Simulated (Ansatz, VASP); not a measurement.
**CaBC: VASP beside Ansatz**

File INCAR:

```
  PREC = Accurate
  ENCUT = 520
  EDIFF = 1E-6
  ISMEAR = 0
  SIGMA = 0.15
  LREAL = False
  LASPH = True
  NELM = 60
  ALGO = Normal
  ISIF = 2
  LWAVE = False
  LCHARG = False
  GGA = PE
  NBANDS = 26
```

KPOINTS

```
regular mesh
0
Gamma
  24 24 8
```

Contents of POSCAR:

```
CaBC
1.0
    2.9619761264      0.0000000000      0.0000000000
   -1.4809880632      2.5651465708      0.0000000000
    0.0000000000      0.0000000000      8.1933817783
Ca B C
2 2 2
Direct
    0.0000000000      0.0000000000      0.0000000000
    0.0000000000      0.0000000000      0.5000000000
    0.6666666667      0.3333333333      0.2500000000
    0.3333333333      0.6666666667      0.7500000000
    0.6666666667      0.3333333333      0.7500000000
    0.3333333333      0.6666666667      0.2500000000
```

Input for Ansatz:

```yaml
crystal:
  lattice:
    - [2.9619761264, 0.0, 0.0]
    - [-1.4809880632, 2.5651465708, 0.0]
    - [0.0, 0.0, 8.1933817783]
  atoms:
    - { symbol: Ca, position: [0.0, 0.0, 0.0] }
    - { symbol: Ca, position: [0.0, 0.0, 0.5] }
    - { symbol: B, position: [0.6666666667, 0.3333333333, 0.25] }
    - { symbol: B, position: [0.3333333333, 0.6666666667, 0.75] }
    - { symbol: C, position: [0.6666666667, 0.3333333333, 0.75] }
    - { symbol: C, position: [0.3333333333, 0.6666666667, 0.25] }
basis:
  ecutwfc: 420
kpoints:
  mp_grid: { grid: [24, 24, 8] }
hamiltonian:
  xc: pbe
scf:
  occupations: { method: gaussian, width: 0.15 }
output:
  forces: true
  stress: true
  eigenvalues: true
```

Alike in both runs: task single point; functional PBE; k mesh 24 × 24 × 8; occupations gaussian, width 0.15 eV; no spin polarisation.

|  | VASP | Ansatz |
| --- | --- | --- |
| version | VASP 6.6.1 | Ansatz 0.2.0 |
| potentials or method | VASP PAW PBE potentials, release 64 (Ca_sv, B, C), cutoff 520 eV | scalar-relativistic, plane waves, PAW |
| valence electrons in the cell | 34 | 34 |

```tsv
	VASP	Ansatz	Ansatz less VASP
gap on the k mesh at the Fermi level (eV)	none	none	-
pressure (GPa)	0.6	0.0	-0.54
traceless stress, the component that is largest in VASP (GPa)	0.33	0.11	-0.215
```

A gap of «none» marks a metal or a gap that the smearing closes. With one functional, cell and mesh, what is left measures potentials, basis and numerics.
